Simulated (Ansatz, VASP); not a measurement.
**Two plane-wave programs on C**

Contents of INCAR:

```
ALGO = Normal ; EDIFF = 1E-7
EDIFFG = -0.005 ; ENCUT = 600
GGA = PE ; GGA_COMPAT = F
IBRION = 2 ; ISIF = 3
ISMEAR = 0 ; LASPH = T
LCHARG = F ; LORBIT = 11
LORBMOM = T ; LREAL = F
LSORBIT = T ; LWAVE = F
MAGMOM = 0 0 0 0 0 0 0 0 0 0 0 0 ; NELM = 150
NSW = 100 ; PREC = Accurate
SIGMA = 0.02
```

File KPOINTS:

```
k-points
0
Gamma
  12 12 6
```

File POSCAR:

```
C
1.0
    2.5220660000      0.0000000000      0.0000000000
   -1.2610330000      2.1841730000      0.0000000000
    0.0000000000      0.0000000000      4.1185170000
C
4
Direct
    0.0000000000      0.0000000000      0.0000000000
    0.0000000000      0.0000000000      0.3750000000
    0.3333333300      0.6666666700      0.5000000000
    0.3333333300      0.6666666700      0.8750000000
```

Input for Ansatz:

```yaml
crystal:
  lattice:
    - [2.522066, 0.0, 0.0]
    - [-1.261033, 2.184173, 0.0]
    - [0.0, 0.0, 4.118517]
  atoms:
    - { symbol: C, position: [0.0, 0.0, 0.0] }
    - { symbol: C, position: [0.0, 0.0, 0.375] }
    - { symbol: C, position: [0.33333333, 0.66666667, 0.5] }
    - { symbol: C, position: [0.33333333, 0.66666667, 0.875] }
kpoints:
  mp_grid: { grid: [12, 12, 6] }
hamiltonian:
  xc: pbe
  pseudopotentials: { kind: paw_fr }
scf:
  occupations: { method: gaussian, width: 0.02 }
output:
  forces: true
  eigenvalues: true
  stress: true
relax:
  adjacent_minimum: "off"
  f_tol: 0.005
  max_steps: 80
  cell: { stress_tol: 0.05 }
magnetization:
  noncollinear: true
  spin_orbit: true
```

Alike in both runs: task relaxation of cell and atoms; functional PBE; k mesh 12 × 12 × 6; occupations gaussian, width 0.02 eV; non-collinear spin, spin-orbit coupling.

```csv
,VASP,Ansatz
version,VASP 6.6.1,Ansatz 0.2.0
potentials or method,"VASP PAW PBE potentials, release 64 (C)","scalar-relativistic, plane waves, PAW"
plane-wave cutoff (eV),600,420
valence electrons in the cell,16,16
```

```tsv
	VASP	Ansatz	Ansatz less VASP
relaxed volume (Å³/atom)	5.71	5.71	0.000
relaxed length of the cell vector where the two differ most in proportion (Å)	4.181	4.180	-0.0003
```
